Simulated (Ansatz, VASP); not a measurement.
One calculation of Sn2Te3O, two programs

```
CELL_PARAMETERS angstrom
3.23014 1.86492 4.97414
-3.23014 1.86492 4.97414
0.00000 -3.72985 4.97414
ATOMIC_POSITIONS crystal
Sn 0.13522 0.13522 0.13522
Sn 0.86478 0.86478 0.86478
Te 0.50000 0.50000 0.00000
Te 0.00000 0.50000 0.50000
Te 0.50000 0.00000 0.50000
O 0.00000 0.00000 0.00000
```

Alike in both runs: functional PBE; k mesh 3 × 3 × 3; occupations gaussian, width 0.1 eV; no spin polarisation.

Ansatz relaxed the structure, and its values are those at the end. VASP's run is a single point on that final structure, the one shown.

|  | VASP | Ansatz |
| --- | --- | --- |
| version | VASP 6.6.1 | Ansatz 0.2.0 |
| potentials or method | VASP PAW PBE potentials, release 64 (Sn_d, Te, O), cutoff 600 eV | scalar-relativistic, plane waves, PAW |
| valence electrons in the cell | 52 | 82 |

```tsv
	VASP	Ansatz	Ansatz less VASP
gap on the k mesh at the Fermi level (eV)	none	none	-
pressure (GPa)	0.1	0.1	-0.01
rms of the force components (eV/Å)	0.019	0.001	-0.0178
```

A gap of «none» marks a metal or a gap that the smearing closes. VASP's potentials hold 52 valence electrons a cell and Ansatz's 82, so a difference there can come from the potentials and not from the codes.

The k mesh is coarse, so the values compare programs but aren't converged. Spin-orbit coupling is off throughout.
